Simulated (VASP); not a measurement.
# SnH7 (Fm-3m) in VASP: a series of runs, part 2 of 2

VASP 6.6.1.

### Step 3. Relaxation of cell and atoms, PBE

This run uses another cell than the first one, of 9.69 Å³/atom, 1.510 times its volume.

The input, INCAR:

```
SYSTEM = SnH7
  PREC = Accurate
  ENCUT = 600
  EDIFF = 1E-6
  ISMEAR = 0
  SIGMA = 0.1
  LREAL = .False.
  LASPH = .True.
  NELM = 100
  ALGO = Normal
  ISIF = 3
  LWAVE = .False.
  LCHARG = .False.
  GGA = PE
  IBRION = 2
  NSW = 90
  EDIFFG = -0.04
```

The input, KPOINTS:

```
Automatic mesh
0
Gamma
  4 4 4
  0 0 0
```

The input, POSCAR:

```
SnH7
1.0
    0.0000000000      3.3842059400      3.3842059400
    3.3842059400      0.0000000000      3.3842059400
    3.3842059400      3.3842059400      0.0000000000
Sn H
1 7
Direct
    0.0000000000      0.0000000000      0.0000000000
    0.5000000000      0.5000000000      0.5000000000
    0.5000000000      0.0000000000      0.0000000000
    0.5000000000      0.0000000000      0.5000000000
    0.0000000000      0.5000000000      0.5000000000
    0.0000000000      0.5000000000      0.0000000000
    0.5000000000      0.5000000000      0.0000000000
    0.0000000000      0.0000000000      0.5000000000
```

Potentials or basis: VASP PAW PBE potentials, release 64 (Sn_d, H).

Launch:

```console
$ cat potpaw_PBE.64/Sn_d/POTCAR potpaw_PBE.64/H/POTCAR > POTCAR
$ mpirun -np 1 vasp_std > vasp.out
```

OUTCAR:

```text
SYSTEM = SnH7
   PREC = Accurate
   ENCUT = 600
   EDIFF = 1E-6
   ISMEAR = 0
   LREAL = .False.
   LASPH = .True.
   NELM = 100
   ISIF = 3
   GGA = PE
   IBRION = 2
   NSW = 90
   EDIFFG = -0.04

 ion  position               nearest neighbor table
   1  0.000  0.000  0.000-
   2  0.500  0.500  0.500-
   3  0.500  0.000  0.000-
   4  0.500  0.000  0.500-
   5  0.000  0.500  0.500-
   6  0.000  0.500  0.000-
   7  0.500  0.500  0.000-
   8  0.000  0.000  0.500-

  LATTYP: Found a face centered cubic cell.
 ALAT       =     6.7684118800

  Lattice vectors:

 A1 = (   0.0000000000,   3.3842059400,   3.3842059400)
 A2 = (   3.3842059400,   0.0000000000,   3.3842059400)
 A3 = (   3.3842059400,   3.3842059400,   0.0000000000)

Analysis of symmetry for initial positions (statically):
=====================================================================
 Subroutine PRICEL returns:
 Original cell was already a primitive cell.

 Routine SETGRP: Setting up the symmetry group for a
 face centered cubic supercell.

 Subroutine GETGRP returns: Found 48 space group operations
[... 9 lines left out ...]

 Routine SETGRP: Setting up the symmetry group for a
 face centered cubic supercell.

 Subroutine GETGRP returns: Found 48 space group operations
[... 11 lines left out ...]
                                     Primitive cell

  volume of cell :      77.5176

  direct lattice vectors                    reciprocal lattice vectors
     0.000000000  3.384205940  3.384205940    -0.147745146  0.147745146  0.147745146
     3.384205940  0.000000000  3.384205940     0.147745146 -0.147745146  0.147745146
     3.384205940  3.384205940  0.000000000     0.147745146  0.147745146 -0.147745146

  length of vectors
     4.785989938  4.785989938  4.785989938     0.255902099  0.255902099  0.255902099

  position of ions in fractional coordinates (direct lattice)
     0.000000000  0.000000000  0.000000000
     0.500000000  0.500000000  0.500000000
     0.500000000  0.000000000  0.000000000
     0.500000000  0.000000000  0.500000000
     0.000000000  0.500000000  0.500000000
     0.000000000  0.500000000  0.000000000
     0.500000000  0.500000000  0.000000000
     0.000000000  0.000000000  0.500000000

  ion indices of the primitive-cell ions
   primitive index   ion index
                 1           1
                 2           2
                 3           3
                 4           4
                 5           5
                 6           6
                 7           7
                 8           8

----------------------------------------------------------------------------------------

 KPOINTS: Automatic mesh

Automatic generation of k-mesh.
 Grid dimensions read from file:
 generate k-points for:    4    4    4

 Generating k-lattice:

  Cartesian coordinates                     Fractional coordinates (reciprocal lattice)
    -0.036936286  0.036936286  0.036936286     0.250000000  0.000000000  0.000000000
     0.036936286 -0.036936286  0.036936286     0.000000000  0.250000000  0.000000000
     0.036936286  0.036936286 -0.036936286     0.000000000  0.000000000  0.250000000

  Length of vectors
     0.063975525  0.063975525  0.063975525

  Shift w.r.t. Gamma in fractional coordinates (k-lattice)
     0.000000000  0.000000000  0.000000000

 Subroutine IBZKPT returns following result:
 ===========================================

 Found      8 irreducible k-points:

 Following reciprocal coordinates:
            Coordinates               Weight
  0.000000  0.000000  0.000000      1.000000
  0.250000  0.000000  0.000000      8.000000
  0.500000  0.000000  0.000000      4.000000
  0.250000  0.250000  0.000000      6.000000
  0.500000  0.250000  0.000000     24.000000
 -0.250000  0.250000  0.000000     12.000000
  0.500000  0.500000  0.000000      3.000000
 -0.250000  0.500000  0.250000      6.000000
   k-points           NKPTS =      8   k-points in BZ     NKDIM =      8   number of bands    NBANDS=     15
   number of dos      NEDOS =    301   number of ions     NIONS =      8
   total plane-waves  NPLWV =  64000
   dimension x,y,z NGX =    40 NGY =   40 NGZ =   40
   dimension x,y,z NGXF=    80 NGYF=   80 NGZF=   80
   ions per type =               1   7
   NGX,Y,Z   is equivalent  to a cutoff of  13.89, 13.89, 13.89 a.u.
   NGXF,Y,Z  is equivalent  to a cutoff of  27.79, 27.79, 27.79 a.u.
 SYSTEM =  SnH7
   PREC   = accura    normal or accurate (medium, high low for compatibility)
   ISTART =      0    job   : 0-new  1-cont  2-samecut
   ICHARG =      2    charge: 1-file 2-atom 10-const
   ISPIN  =      1    spin polarized calculation?
   LNONCOLLINEAR =      F non collinear calculations
   LSORBIT =      F    spin-orbit coupling
   LASPH  =      T    aspherical Exc in radial PAW
   ENCUT  =  600.0 eV  44.10 Ry    6.64 a.u.   9.56  9.56  9.56*2*pi/ulx,y,z
   NELM   =    100;   NELMIN=  2; NELMDL= -5     # of ELM steps
   EDIFF  = 0.1E-05   stopping-criterion for ELM
   LREAL  =      F    real-space projection
   EDIFFG = -.4E-01   stopping-criterion for IOM
   NSW    =     90    number of steps for IOM
   IBRION =      2    ionic relax: 0-MD 1-quasi-New 2-CG
   NFREE  =      1    steps in history (QN), initial steepest desc. (CG)
   ISIF   =      3    stress and relaxation
   ISYM   =      2    0-nonsym 1-usesym 2-fastsym
   POTIM  = 0.5000    time-step for ionic-motion
   TEBEG  =    0.0;   TEEND  =   0.0 temperature during run
   PSTRESS=    0.0 pullay stress
   NELECT =      21.0000    total number of electrons
   NUPDOWN=      -1.0000    fix difference up-down
   EMIN   =  10.00;   EMAX   =-10.00  energy-range for DOS
   EFERMI =   0.00;   METHOD = LEGACY
   ISMEAR =     0;   SIGMA  =   0.10  broadening in eV -4-tet -1-fermi 0-gaus
   EFERMI_NEDOS =   21; number of points for ismear=-14 and -15
   IALGO  =     38    algorithm
   IMIX   =      4    mixing-type and parameters
     AMIX     =   0.40;   BMIX     =  1.00
     AMIX_MAG =   1.60;   BMIX_MAG =  1.00
  volume/ion in A,a.u.               =       9.69        65.39
  Fermi-wavevector in a.u.,A,eV,Ry     =   1.059289  2.001766 15.267006  1.122093
  Thomas-Fermi vector in A             =   2.194629
   LORBIT       =      0    0 simple, 1 ext, 2 COOP (PROOUT), +10 PAW based schemes
   GGA     = PE    functional components
   LHFCALC =     F    Hartree Fock is set to
   AEXX    =    0.0000 exact exchange contribution
   IVDW    =     0    specifies the selected vdW correction
   LEPSILON=     F    determine dielectric tensor
   LRPA    =     F    only Hartree local field effects (RPA)
 conjugate gradient relaxation of ions
 non-spin polarized calculation
 Gauss-broadening in eV      SIGMA  =   0.10
  energy-cutoff  :      600.00
  volume of cell :       77.52
 maximum number of plane-waves:      2637
 NGX is ok and might be reduce to    40
   NGX = 19   NGY = 19   NGZ = 19

--------------------------------------- Ionic step        1  -------------------------------------------

 number of electron      21.0000002 magnetization

 Free energy of the ion-electron system (eV)
  ---------------------------------------------------
  ext. energy  EPLUGINS =         0.00000000
  ---------------------------------------------------
  free energy    TOTEN  =       -16.94299218 eV

  energy without entropy =      -16.90142346  energy(sigma->0) =      -16.92220782

------------------------ aborting loop because EDIFF is reached ----------------------------------------

  FORCE on cell =-STRESS in cart. coord.  units (eV):
  Direction    XX          YY          ZZ          XY          YZ          ZX
  --------------------------------------------------------------------------------------
  -------------------------------------------------------------------------------------
  Total       -6.7210004     -6.7210004     -6.7210004     -0.0000000      0.0000000     -0.0000000
  in kB     -138.9134049   -138.9134049   -138.9134049     -0.0000000      0.0000000     -0.0000000
  external PRESSURE =    -138.9134049 kB  Pullay stress =       0.0000000 kB
[... 71 lines left out ...]
--------------------------------------- Ionic step        3  -------------------------------------------

 number of electron      20.9999997 magnetization

 E-fermi :   3.4786     XC(G=0):  -9.9521

 val. band max:        3.4667809793   @ k =   0.2500   0.0000   0.0000
 cond. band min:       3.6022845651   @ k =   0.5000   0.2500   0.0000
 fundamental gap:      0.1355035858
 Fermi energy:         3.4786012289

 k-point     1 :       0.0000    0.0000    0.0000
  band No.  band energies     occupation
      1     -18.0856      2.00000
      2     -18.0856      2.00000
      3     -18.0856      2.00000
      4     -18.0543      2.00000
      5     -18.0543      2.00000
      6      -8.1922      2.00000
      7       2.0076      2.00000
      8       2.0076      2.00000
      9       2.0076      2.00000
     10       3.1204      2.00000
     11       4.9033      0.00000
     12       4.9033      0.00000
     13       4.9464      0.00000
     14       4.9464      0.00000
[... 250 lines left out ...]
--------------------------------------- Ionic step        6  -------------------------------------------

 number of electron      21.0000001 magnetization

 Free energy of the ion-electron system (eV)
  ---------------------------------------------------
  ext. energy  EPLUGINS =         0.00000000
  ---------------------------------------------------
  free energy    TOTEN  =       -18.55040259 eV

  energy without entropy =      -18.53183310  energy(sigma->0) =      -18.54111785

 E-fermi :   4.4540     XC(G=0): -10.3678

 val. band max:        4.4406090369   @ k =   0.2500   0.0000   0.0000
 cond. band min:       4.6141054655   @ k =   0.5000   0.2500   0.0000
 fundamental gap:      0.1734964286
 Fermi energy:         4.4539953657

 k-point     1 :       0.0000    0.0000    0.0000
  band No.  band energies     occupation
      1     -17.2093      2.00000
      2     -17.2093      2.00000
      3     -17.2093      2.00000
      4     -17.1628      2.00000
      5     -17.1628      2.00000
      6      -8.1401      2.00000
      7       2.8710      2.00000
      8       2.8710      2.00000
      9       2.8710      2.00000
     10       4.3090      1.95962
     11       5.9892      0.00000
     12       5.9892      0.00000
     13       5.9892      0.00000
     14       6.0366      0.00000
[... 160 lines left out ...]
  FREE ENERGIE OF THE ION-ELECTRON SYSTEM (eV)
  ---------------------------------------------------
  free  energy   TOTEN  =       -18.5504025911 eV

  energy  without entropy=      -18.5318331002  energy(sigma->0) =      -18.54111785

 reached required accuracy - stopping structural energy minimisation
```

Wall time 1.8 min (1 thread of Intel Xeon Platinum 8259CL at 2.50GHz (Skylake/Cascade Lake), shared host); peak memory 0.24 GiB.

What came out:

| Quantity | Value |
| --- | --- |
| Free energy | -18.5504 eV |
| Relaxed volume | 6.42 Å³/atom |
| Relaxed cell | a = 4.173 Å, b = 4.173 Å, c = 4.173 Å, α = 60.00°, β = 60.00°, γ = 60.00° |
| Space group after relaxing (to 0.05 Å) | Fm-3m (No. 225) |
| Energy gained by relaxing | 200.9 meV/atom |
| Ionic steps | 6 |
| Pressure after relaxing | 0.1 GPa |

Step by step:
```
step  energy change (eV)  largest force (eV/Å)  pressure (GPa)  volume (Å³)
   1              0.0000                0.0000          -13.89        77.52
   2             -0.7489                0.0000          -12.35        68.47
   3             -1.4801                0.0000           -6.78        56.99
   4             -0.1701                0.0000           43.95        38.04
   5             -1.5957                0.0000           -2.33        53.04
   6             -1.6074                0.0000            0.10        51.37
```

Final structure:
```
Sn H
1.0
     0.00000    2.95052    2.95052
     2.95052    0.00000    2.95052
     2.95052    2.95052    0.00000
Sn H
1 7
Direct
  0.00000 0.00000 0.00000
  0.50000 0.50000 0.50000
  0.50000 0.00000 0.00000
  0.50000 0.00000 0.50000
  0.00000 0.50000 0.50000
  0.00000 0.50000 0.00000
  0.50000 0.50000 0.00000
  0.00000 0.00000 0.50000
```

Caveat: the k points lie up to 0.46 Å⁻¹ apart in the final cell; the volume moved by over 15 % at a fixed basis, so the end points are rough; spin-orbit coupling is left out, which moves the levels of the heavy elements.
